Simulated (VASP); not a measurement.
# PtSe2: relaxation of cell and atoms with PBEsol

Crystal: PtSe2.

```xyz
3
Lattice="3.7608 0.0000 0.0000 -1.8804 3.2569 0.0000 0.0000 0.0000 4.8587" Properties=species:S:1:pos:R:3 pbc="T T T"
Pt    0.0000    0.0000    0.0000
Se    0.0000    2.1713    1.2690
Se    1.8804    1.0856    3.5898
```

- Program: VASP 6.6.1
- Task: relaxation of cell and atoms
- Functional: PBEsol
- Potentials or basis: VASP PAW PBE potentials, release 64 (Pt, Se)
- Cutoff: 600 eV
- k mesh: 12 × 12 × 8
- Occupations: fermi-dirac, width 0.15 eV
- Spin: no spin polarisation
- Target pressure: 50 GPa
- Dipole correction: no
- Further INCAR settings: ALGO = Normal; EDIFF = 1e-07; IBRION = 2; EDIFFG = -0.001; NSW = 80; ISIF = 3

The relaxed volume is 14.75 Å³/atom. The relaxed cell is a = 3.573 Å, b = 3.573 Å, c = 4.004 Å, α = 90.00°, β = 90.00°, γ = 120.00°, the space group after relaxing (to 0.1 Å) is P-3m1 (No. 164) and the energy change on relaxing (the run minimises the enthalpy) is +550.8 meV/atom. The ionic steps are 27, the pressure after relaxing is 50.0 GPa and the band gap on the k mesh is zero (bands 11 and 12 overlap by 0.75 eV).

Step by step:
```tsv
step	energy change (eV)	largest force (eV/Å)	pressure (GPa)	volume (Å³)
1	0.0000	0.0141	0.10	59.51
2	73.8236	58.4442	1570.00	20.58
3	0.6119	2.0722	27.79	51.42
4	0.8903	2.5856	35.38	50.00
5	1.5337	3.6022	51.03	47.60
6	1.7481	1.0488	55.39	44.20
7	1.9899	0.0853	58.68	43.33
8	1.9372	0.2763	57.97	43.49
9	0.8962	1.0617	27.58	47.53
10	1.6049	0.1230	49.20	44.47
11	1.6143	0.1116	49.46	44.44
12	1.6224	0.0794	49.63	44.38
13	1.6575	0.0063	50.12	44.24
14	1.6562	0.0086	50.09	44.25
15	1.6381	0.0121	49.65	44.31
16	1.6515	0.0097	49.98	44.26
17	1.6511	0.0096	49.97	44.27
18	1.6515	0.0036	50.00	44.26
19	1.6515	0.0038	50.00	44.26
20	1.6509	0.0014	49.98	44.27
21	1.6506	0.0002	49.96	44.27
22	1.6534	0.0009	50.02	44.26
23	1.6519	0.0005	49.99	44.26
24	1.6522	0.0006	49.99	44.26
25	1.6528	0.0007	50.01	44.26
26	1.6526	0.0006	50.01	44.26
27	1.6523	0.0006	50.00	44.26
```

Final structure:
```
Pt Se
1.0
     3.57282    0.00000    0.00000
    -1.78641    3.09415    0.00000
     0.00000    0.00000    4.00380
Pt Se
1 2
Direct
  0.00000 0.00000 0.00000
  0.33333 0.66667 0.29951
  0.66667 0.33333 0.70049
```

Levels at points of the mesh, in eV from the Fermi level:
```
           k point  band 9  band 10  band 11  band 12  band 13  band 14
(0.00, 0.00, 0.00)   -1.20    -1.20     0.13     0.13     0.47     3.28
(0.50, 0.00, 0.00)   -3.90    -3.57    -3.05     0.83     4.43     6.18
(0.00, 0.00, 0.50)   -3.22    -3.07    -1.83     3.63     3.63     5.68
(0.50, 0.00, 0.50)   -3.48    -2.59    -1.36    -0.17     2.57     5.77
```

Wall time 38 min on 1 thread of AMD EPYC 7R13 (shared host), peak memory 0.29 GiB.

Caveat: the cell is relaxed towards a set pressure, so the run minimises the enthalpy, not the energy; the volume moved by over 15 % at a fixed basis, so the end points are rough; the PAW data sets were made with another functional, which shifts forces and pressure a little; spin-orbit coupling is left out, which moves the levels of the heavy elements.
